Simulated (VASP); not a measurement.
InSb:

```xyz
2
Lattice="0.0000 3.2391 3.2391 3.2391 0.0000 3.2391 3.2391 3.2391 0.0000" Properties=species:S:1:pos:R:3 pbc="T T T"
In    0.0000    0.0000    0.0000
Sb    4.8586    4.8586    4.8586
```

Base run:

* Program: VASP 6.6.1
* Functional: PBE
* Potentials or basis: VASP PAW PBE potentials, release 64 (In_d, Sb)
* Cutoff: 520 eV
* k mesh: 7 × 7 × 7
* Occupations: fermi-dirac, width 0.05 eV
* Spin: no spin polarisation

Its results: band gap on the k mesh zero (filled and empty bands touch); pressure 3.2 GPa.

Question: After a change of settings the same cell gave: band gap on the k mesh zero (filled and empty bands touch); pressure 3.7 GPa. Which change was it?
A. k mesh from 7 × 7 × 7 to 4 × 4 × 4
B. k mesh from 7 × 7 × 7 to 3 × 3 × 3; further incar settings from ALGO = Normal; EDIFF = 1e-07; NBANDS = 16 to ALGO = Normal; EDIFF = 1e-06; NBANDS = 16
C. k mesh from 7 × 7 × 7 to 3 × 3 × 3; further incar settings from ALGO = Normal; EDIFF = 1e-07; NBANDS = 16 to ALGO = Normal; EDIFF = 1e-08; NBANDS = 16

Answer: A.

Caveats: some runs use coarse meshes; spin-orbit coupling is left out, which moves the levels of the heavy elements.
